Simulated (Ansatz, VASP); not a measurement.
**One calculation of NbTe, two programs**

The input POSCAR:

```
NbTe
1.0
    3.7517033219      0.0000000000      0.0000000000
   -1.8758516609      3.2490703843      0.0000000000
    0.0000000000      0.0000000000      3.7428246143
Te Nb
1 1
Direct
    0.6666666667      0.3333333333      0.0000000000
    0.0000000000      0.0000000000      0.5000000000
```

INCAR.step1

```
SYSTEM = NbTe
ALGO = Normal
EDIFF = 1E-4
ENCUT = 520
GGA = PE
ISMEAR = -1
LASPH = .True.
LCHARG = .False.
LREAL = .False.
LWAVE = .True.
NBANDS = 16
NELM = 60
PREC = Accurate
SIGMA = 0.05
```

The input INCAR.step2:

```
SYSTEM = NbTe
ALGO = Normal
EDIFF = 1E-7
ENCUT = 520
ISIF = 2
ISMEAR = -1
ISTART = 1
LASPH = .True.
LCHARG = .False.
LMIXTAU = .True.
LREAL = .False.
LWAVE = .False.
METAGGA = R2SCAN
NBANDS = 16
NELM = 60
PREC = Accurate
SIGMA = 0.05
```

KPOINTS

```
k-points
0
Gamma
  8 8 7
  0 0 0
```

The input input.yaml:

```yaml
crystal:
  lattice:
    - [3.7517033219, 0.0, 0.0]
    - [-1.8758516609, 3.2490703843, 0.0]
    - [0.0, 0.0, 3.7428246143]
  atoms:
    - { symbol: Te, position: [0.6666666667, 0.3333333333, 0.0] }
    - { symbol: Nb, position: [0.0, 0.0, 0.5] }
hamiltonian:
  xc: r2scan
  pseudopotentials: { kind: paw }
kpoints:
  mp_grid: { grid: [8, 8, 7] }
scf:
  occupations: { method: fermi_dirac, width: 0.05 }
output:
  forces: true
  stress: true
  eigenvalues: true
```

Alike in both runs: task single point; functional r2SCAN; k mesh 8 × 8 × 7; occupations fermi-dirac, width 0.05 eV; no spin polarisation.

```csv
,VASP,Ansatz
version,VASP 6.6.1,Ansatz 0.2.0
potentials or method,"VASP PAW PBE potentials, release 64 (Te, Nb_sv)",Ansatz PAW
plane-wave cutoff (eV),520,500
valence electrons in the cell,19,29
```

|  | VASP | Ansatz | Ansatz less VASP |
| --- | --- | --- | --- |
| gap on the k mesh at the Fermi level (eV) | none | none | - |
| pressure (GPa) | -5.9 | -5.8 | +0.12 |
| traceless stress, the component that is largest in VASP (GPa) | -0.92 | -0.88 | +0.043 |

VASP's potentials were made for PBE, not for r2SCAN. A gap of «none» marks a metal or a gap that the smearing closes. The functional is the same, so the differences come from potentials, cutoffs and numerics. VASP's potentials hold 19 valence electrons a cell and Ansatz's 29, so a difference there can come from the potentials and not from the codes.

Neither program's run includes spin-orbit coupling.
